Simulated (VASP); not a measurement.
Input of a VASP 6.6.1 run:

INCAR

```
SYSTEM = Ag12H2C
  ALGO = Normal
  EDIFF = 1E-6
  ENCUT = 520
  GGA = PE
  GGA_COMPAT = .False.
  ISIF = 2
  ISMEAR = 0
  LASPH = .True.
  LCHARG = .True.
  LELF = .True.
  LREAL = .False.
  LVHAR = .True.
  LWAVE = .False.
  NBANDS = 82
  NELM = 120
  NELMDL = -8
  PREC = Accurate
  SIGMA = 0.1
```

KPOINTS

```
k-points
0
Gamma
  3 3 1
  0 0 0
```

The input POSCAR:

```
Ag12H2C
1.0
    5.7841330000      0.0000000000      0.0000000000
    2.8920670000      5.0092070000      0.0000000000
    0.0000000000      0.0000000000     16.7227250000
Ag C H
12 1 2
Direct
    0.1666667653      0.1666666999      0.0597989263
    0.6666666788      0.1666666999      0.0597989263
    0.1666666289      0.6666667998      0.0597989263
    0.6666667154      0.6666667998      0.0597989263
   -0.1721623100      0.3152069779      0.2128489226
    0.3322276702      0.3204559125      0.2127547992
   -0.1710193308      0.8177907202      0.2040956244
    0.3269564591      0.8199800887      0.2073159727
   -0.0036366950     -0.0252652765      0.3546233643
    0.4939915314     -0.0256068476      0.3489132901
   -0.0278950896      0.4719990609      0.3505170957
    0.4751451892      0.4869569175      0.3624409897
    0.9912378392      0.7028791184      0.4476824202
    0.8526455694      0.8729844864      0.4848330640
    1.1001423566      0.5309694728      0.4878122435
```

Potentials or basis: VASP PAW PBE potentials, release 64 (Ag, C, H).

Command:

```sh
$ cat potpaw_PBE.64/Ag/POTCAR potpaw_PBE.64/C/POTCAR potpaw_PBE.64/H/POTCAR > POTCAR
$ mpirun -np 1 vasp_std > vasp.out
```

Task: Estimate the largest force.

Result: 0.209 eV/Å.

Task: Predict the band gap on the k mesh.

Result: Zero (bands 69 and 70 overlap by 0.70 eV).

Forces on the atoms (eV/Å):
```
Ag  -0.051  0.000  0.008
Ag   0.002  0.016  0.029
Ag  -0.009 -0.022  0.063
Ag  -0.042 -0.089 -0.011
Ag  -0.013  0.000 -0.005
Ag  -0.032 -0.020  0.009
Ag  -0.016 -0.018  0.004
Ag  -0.012 -0.015 -0.009
Ag   0.007  0.022 -0.042
Ag  -0.007 -0.011  0.004
Ag  -0.012  0.019  0.024
Ag  -0.021 -0.004 -0.081
C    0.036  0.069 -0.071
H   -0.038  0.050  0.043
H    0.206  0.003  0.037
```

Caveat: the k points lie up to 0.42 Å⁻¹ apart, too coarse for converged energies and pressures of a metal.
